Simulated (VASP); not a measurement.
# InBS3 (R-3c) in VASP: a series of runs, part 2 of 2

VASP 6.6.1. Earlier steps stand in the parts before.

## Step 4: Single point, PBE

This run uses another cell than the first one, of 16.33 Å³/atom, 0.998 times its volume.

INCAR reads:

```
SYSTEM = InBS3
PREC = Accurate ; ENCUT = 520
EDIFF = 1E-7 ; ISMEAR = 0
SIGMA = 0.1 ; LREAL = .False.
LASPH = .True. ; NELM = 60
ALGO = Normal ; ISIF = 2
LWAVE = .False. ; LCHARG = .True.
GGA = PE ; LELF = .True.
LVHAR = .True. ; NBANDS = 45
```

KPOINTS reads:

```
regular mesh
0
Gamma
  6 6 6
  0 0 0
```

POSCAR reads:

```
InBS3
1.0
    3.0490195527      1.7603522595      5.0698243378
   -3.0490195527      1.7603522595      5.0698243378
    0.0000000000     -3.5207045190      5.0698243378
In B S
2 2 6
Direct
    0.2500000000      0.2500000000      0.2500000000
    0.7500000000      0.7500000000      0.7500000000
    0.0000000000      0.0000000000      0.0000000000
    0.5000000000      0.5000000000      0.5000000000
    0.3427186743      0.7500000000      0.1572813257
    0.1572813257      0.3427186743      0.7500000000
    0.7500000000      0.1572813257      0.3427186743
    0.6572813257      0.2500000000      0.8427186743
    0.8427186743      0.6572813257      0.2500000000
    0.2500000000      0.8427186743      0.6572813257
```

Run with:

```sh
$ cat potpaw_PBE.64/In_d/POTCAR potpaw_PBE.64/B/POTCAR potpaw_PBE.64/S/POTCAR > POTCAR
$ mpirun -np 1 vasp_std > vasp.out
```

Run time: 6.4 min. Hardware: 1 thread of Oxide Virtual Turin-like, shared host; peak memory 0.4 GiB.

Results (log left out):

```
Free energy            : -40.7411 eV
Pressure               : -0.1 GPa
Band gap on the k mesh : zero (band 34 reaches 6.95 eV, above the bottom of band 35 at 6.92 eV)
```

Stress tensor (GPa, compression positive):
```
-0.14  0.00  0.00
 0.00 -0.14  0.00
 0.00  0.00 -0.05
```

Levels at points of the mesh, in eV from the Fermi level:
| k point | band 31 | band 32 | band 33 | band 34 | band 35 | band 36 | band 37 | band 38 |
| --- | --- | --- | --- | --- | --- | --- | --- | --- |
| (0.00, 0.00, 0.00) | -0.69 | -0.43 | -0.15 | -0.15 | -0.12 | 0.62 | 1.94 | 2.61 |
| (0.50, 0.00, 0.00) | -1.12 | -1.12 | -0.30 | -0.30 | 0.81 | 0.81 | 2.05 | 2.05 |
| (0.50, 0.50, 0.00) | -1.31 | -0.89 | -0.71 | -0.44 | 1.28 | 1.55 | 1.94 | 2.50 |
| (0.50, 0.50, 0.50) | -0.56 | -0.56 | -0.56 | -0.56 | 0.28 | 0.28 | 2.51 | 2.51 |

Caveat: spin-orbit coupling is left out, which moves the levels of the heavy elements.

## Step 5: Relaxation of cell and atoms, PBE

This run uses another cell than the first one, of 17.04 Å³/atom, 1.042 times its volume.

INCAR reads:

```
PREC     = Accurate       # precision mode
ENCUT    = 600            # plane-wave cutoff, eV
EDIFF    = 1E-6           # SCF threshold, eV
ISMEAR   = 0              # smearing method
SIGMA    = 0.1            # smearing width, eV
LREAL    = False          # projectors in reciprocal space
LASPH    = True           # aspherical terms in the spheres
NELM     = 60             # most SCF steps
ALGO     = Normal         # electronic algorithm
ISIF     = 3              # what is computed and relaxed
LWAVE    = False          # write WAVECAR
LCHARG   = False          # write CHGCAR
GGA      = PE             # functional
IBRION   = 2              # ionic algorithm
NSW      = 90             # ionic steps
EDIFFG   = -0.04          # ionic threshold
```

KPOINTS reads:

```
Automatic mesh
0
Gamma
  4 4 4
```

POSCAR reads:

```
InBS3
1.0
    3.1117530500      1.7965714600      5.0814714500
   -3.1117530500      1.7965714600      5.0814714500
    0.0000000000     -3.5931429200      5.0814714500
In B S
2 2 6
Direct
    0.7500000000      0.7500000000      0.7500000000
    0.2500000000      0.2500000000      0.2500000000
    0.5000000000      0.5000000000      0.5000000000
    0.0000000000      0.0000000000      0.0000000000
    0.8101400600      0.2500000000      0.6898599400
    0.6898599400      0.8101400600      0.2500000000
    0.2500000000      0.6898599400      0.8101400600
    0.1898599400      0.7500000000      0.3101400600
    0.3101400600      0.1898599400      0.7500000000
    0.7500000000      0.3101400600      0.1898599400
```

Run with:

```sh
$ cat potpaw_PBE.64/In_d/POTCAR potpaw_PBE.64/B/POTCAR potpaw_PBE.64/S/POTCAR > POTCAR
$ mpirun -np 1 vasp_std > vasp.out
```

It took 17 min on 1 thread of Oxide Virtual Turin-like, shared host; peak memory 0.39 GiB.

Results (log left out):

```
Free energy                            : -40.7343 eV
Relaxed volume                         : 16.35 Å³/atom
Relaxed cell                           : a = 6.180 Å, b = 6.180 Å, c = 6.180 Å, α = 59.10°, β = 59.10°, γ = 59.10°
Space group after relaxing (to 0.05 Å) : R-3c (No. 167)
Energy gained by relaxing              : 99.9 meV/atom
Ionic steps                            : 9
Pressure after relaxing                : -0.1 GPa
Largest force after relaxing           : 0.017 eV/Å
```

Forces on the atoms (eV/Å):
```
In   0.000  0.000  0.000
In   0.000  0.000  0.000
B    0.000  0.000  0.000
B    0.000  0.000  0.000
S    0.009  0.015  0.000
S   -0.017  0.000  0.000
S    0.009 -0.015  0.000
S   -0.009 -0.015  0.000
S    0.017  0.000  0.000
S   -0.009  0.015  0.000
```

Stress tensor (GPa, compression positive):
```
-0.05  0.00  0.00
 0.00 -0.05  0.00
 0.00  0.00 -0.31
```

Step by step:
```tsv
step	energy change (eV)	largest force (eV/Å)	pressure (GPa)	volume (Å³)
1	0.0000	0.9459	-5.17	170.45
2	-0.4471	0.9687	1.67	157.22
3	-0.4602	0.9276	3.50	154.53
4	-0.7946	0.4669	4.33	154.79
5	-0.8571	0.0421	5.14	154.93
6	-0.9591	0.0463	-2.54	168.32
7	-0.9970	0.0395	-0.13	163.49
8	-0.9969	0.0401	-0.22	163.66
9	-0.9988	0.0173	-0.14	163.49
```

Final structure:
```yaml
crystal:
  lattice:
    - [3.04804, 1.75979, 5.07997]
    - [-3.04804, 1.75979, 5.07997]
    - [0.00000, -3.51957, 5.07997]
  atoms:
    - { symbol: In, position: [0.75000, 0.75000, 0.75000] }
    - { symbol: In, position: [0.25000, 0.25000, 0.25000] }
    - { symbol: B, position: [0.50000, 0.50000, 0.50000] }
    - { symbol: B, position: [0.00000, 0.00000, 0.00000] }
    - { symbol: S, position: [0.84246, 0.25000, 0.65754] }
    - { symbol: S, position: [0.65754, 0.84246, 0.25000] }
    - { symbol: S, position: [0.25000, 0.65754, 0.84246] }
    - { symbol: S, position: [0.15754, 0.75000, 0.34246] }
    - { symbol: S, position: [0.34246, 0.15754, 0.75000] }
    - { symbol: S, position: [0.75000, 0.34246, 0.15754] }
```

Levels at points of the mesh, in eV from the Fermi level:
| k point | band 30 | band 31 | band 32 | band 33 | band 34 | band 35 | band 36 | band 37 | band 38 | band 39 |
| --- | --- | --- | --- | --- | --- | --- | --- | --- | --- | --- |
| (0.00, 0.00, 0.00) | -0.60 | -0.60 | -0.36 | -0.07 | -0.07 | -0.05 | 0.70 | 2.02 | 2.68 | 2.68 |
| (0.50, 0.00, 0.00) | -2.19 | -1.03 | -1.03 | -0.23 | -0.23 | 0.88 | 0.88 | 2.14 | 2.14 | 3.90 |
| (0.50, 0.50, 0.50) | -2.59 | -0.47 | -0.47 | -0.47 | -0.47 | 0.36 | 0.36 | 2.58 | 2.58 | 4.22 |
| (0.50, 0.50, 0.00) | -1.74 | -1.22 | -0.81 | -0.64 | -0.36 | 1.36 | 1.62 | 2.02 | 2.58 | 2.68 |

Caveat: spin-orbit coupling is left out, which moves the levels of the heavy elements.

## Step 6: Relaxation of cell and atoms, PBE

INCAR reads:

```
SYSTEM = InBS3
  ALGO = Normal
  EDIFF = 1E-6
  EDIFFG = -0.01
  ENCUT = 600
  GGA = PE
  IBRION = 2
  ISIF = 3
  ISMEAR = 0
  LASPH = .TRUE.
  LCHARG = .FALSE.
  LREAL = .FALSE.
  LWAVE = .FALSE.
  NELM = 60
  NSW = 100
  PREC = Accurate
  SIGMA = 0.1
```

KPOINTS reads:

```
k-points
0
G
  6 6 6
  0 0 0
```

POSCAR reads:

```
InBS3
1.0
    3.0546548965      1.7636058268      5.0615868584
   -3.0546548965      1.7636058268      5.0615868584
    0.0000000000     -3.5272116536      5.0615868584
In B S
2 2 6
Direct
    0.2500000000      0.2500000000      0.2500000000
    0.7500000000      0.7500000000      0.7500000000
    0.0000000000      0.0000000000      0.0000000000
    0.5000000000      0.5000000000      0.5000000000
    0.3435763039      0.7500000000      0.1564236961
    0.1564236961      0.3435763039      0.7500000000
    0.7500000000      0.1564236961      0.3435763039
    0.6564236961      0.2500000000      0.8435763039
    0.8435763039      0.6564236961      0.2500000000
    0.2500000000      0.8435763039      0.6564236961
```

Potentials or basis: VASP PAW PBE potentials, release 64 (In_d, B, S).

Run with:

```sh
$ cat potpaw_PBE.64/In_d/POTCAR potpaw_PBE.64/B/POTCAR potpaw_PBE.64/S/POTCAR > POTCAR
$ mpirun -np 1 vasp_std > vasp.out
```

Run time: 35 min. Hardware: 1 thread of Oxide Virtual Turin-like, shared host; peak memory 0.47 GiB.

The run converged. Its results:

```yaml
Free_energy: -40.7427 eV
Relaxed_volume: 16.32 Å³/atom
Relaxed_cell: a = 6.174 Å, b = 6.174 Å, c = 6.174 Å, α = 59.16°, β = 59.16°, γ = 59.16°
Space_group_after_relaxing_to_0.05_Å: R-3c (No. 167)
Energy_gained_by_relaxing: 0.2 meV/atom
Ionic_steps: 5
Pressure_after_relaxing: 0.0 GPa
Band_gap_on_the_k_mesh: zero (band 34 reaches 6.95 eV, above the bottom of band 35 at 6.92 eV)
```

Forces on the atoms (eV/Å):
```
In   0.000  0.000  0.000
In   0.000  0.000  0.000
B    0.000  0.000  0.000
B    0.000  0.000  0.000
S   -0.001 -0.002  0.000
S    0.002  0.000  0.000
S   -0.001  0.002  0.000
S    0.001  0.002  0.000
S   -0.002  0.000  0.000
S    0.001 -0.002  0.000
```

The path:
| step | energy change (eV) | largest force (eV/Å) | pressure (GPa) | volume (Å³) |
| --- | --- | --- | --- | --- |
| 1 | 0.0000 | 0.0331 | -0.21 | 163.61 |
| 2 | -0.0010 | 0.0347 | 0.08 | 163.09 |
| 3 | -0.0011 | 0.0347 | 0.13 | 163.02 |
| 4 | -0.0015 | 0.0128 | 0.02 | 163.17 |
| 5 | -0.0015 | 0.0022 | -0.03 | 163.24 |

Final structure:
```cif
data_structure
_symmetry_space_group_name_H-M 'P 1'
_symmetry_Int_Tables_number 1
_cell_length_a 6.1742
_cell_length_b 6.1742
_cell_length_c 6.1742
_cell_angle_alpha 59.159
_cell_angle_beta 59.159
_cell_angle_gamma 59.159
_cell_volume 163.24
loop_
_atom_site_label
_atom_site_type_symbol
_atom_site_fract_x
_atom_site_fract_y
_atom_site_fract_z
_atom_site_occupancy
In1 In 0.25000 0.25000 0.25000 1
In2 In 0.75000 0.75000 0.75000 1
B1 B 0.00000 0.00000 0.00000 1
B2 B 0.50000 0.50000 0.50000 1
S1 S 0.34273 0.75000 0.15727 1
S2 S 0.15727 0.34273 0.75000 1
S3 S 0.75000 0.15727 0.34273 1
S4 S 0.65727 0.25000 0.84273 1
S5 S 0.84272 0.65728 0.25000 1
S6 S 0.25000 0.84273 0.65727 1
```

Levels at points of the mesh, in eV from the Fermi level:
| k point | band 30 | band 31 | band 32 | band 33 | band 34 | band 35 | band 36 | band 37 | band 38 | band 39 |
| --- | --- | --- | --- | --- | --- | --- | --- | --- | --- | --- |
| (0.00, 0.00, 0.00) | -0.69 | -0.69 | -0.43 | -0.16 | -0.16 | -0.12 | 0.62 | 1.95 | 2.60 | 2.60 |
| (0.50, 0.00, 0.00) | -2.28 | -1.12 | -1.12 | -0.31 | -0.31 | 0.80 | 0.80 | 2.06 | 2.06 | 3.82 |
| (0.50, 0.50, 0.00) | -1.83 | -1.31 | -0.90 | -0.72 | -0.44 | 1.28 | 1.55 | 1.94 | 2.50 | 2.60 |
| (0.50, 0.50, 0.50) | -2.67 | -0.56 | -0.56 | -0.56 | -0.56 | 0.28 | 0.28 | 2.51 | 2.51 | 4.14 |

Caveat: spin-orbit coupling is left out, which moves the levels of the heavy elements.

## Step 7: Summary

```csv
task,cell,k mesh,cutoff (eV),gap on the mesh (eV),pressure (GPa),relaxed volume (Å³/atom),largest force (eV/Å)
single point,"a = 6.169 Å, angles 59.4°, 10 atoms",4 × 4 × 4,520,-,-0.2,-,0.03
single point,"a = 6.224 Å, angles 60.0°, 10 atoms",4 × 4 × 4,520,none,-5.2,-,0.95
single point,"a = 6.172 Å, angles 59.2°, 10 atoms",6 × 6 × 6,520,none,-0.1,-,-
relaxation of cell and atoms,"relaxed from a = 6.224 Å, angles 60.0°, 10 atoms",4 × 4 × 4,600,-,-0.1,16.35,0.02
relaxation of cell and atoms,"relaxed from a = 6.169 Å, angles 59.4°, 10 atoms",6 × 6 × 6,600,none,0.0,16.32,-
```

Alike in all rows: level PBE; potentials or basis VASP PAW PBE potentials, release 64 (In_d, B, S); no spin polarisation; smearing gaussian 0.1 eV.

Caveats: spin-orbit coupling is left out, which moves the levels of the heavy elements.

Total energies depend on the potentials used, so only differences within one code and one set of settings carry meaning.
